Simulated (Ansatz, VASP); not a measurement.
## One calculation of AlN, two programs

```
Al N
1.0
     0.00000    2.01887    2.01887
     2.01887    0.00000    2.01887
     2.01887    2.01887    0.00000
Al N
1 1
Cartesian
  0.0000 0.0000 0.0000
  2.0189 2.0189 2.0189
```

Alike in both runs: task single point; functional PBE; k mesh 8 × 8 × 8; occupations gaussian, width 0.001 eV; no spin polarisation.

```csv
,VASP,Ansatz
version,VASP 6.6.1,Ansatz 0.2.0
potentials or method,"VASP PAW PBE potentials, release 64 (Al, N)",plane waves
plane-wave cutoff (eV),600,420
valence electrons in the cell,8,8
```

```tsv
	VASP	Ansatz	Ansatz less VASP
gap on the k mesh at the Fermi level (eV)	4.65	4.67	+0.023
pressure (GPa)	6.0	6.4	+0.44
```
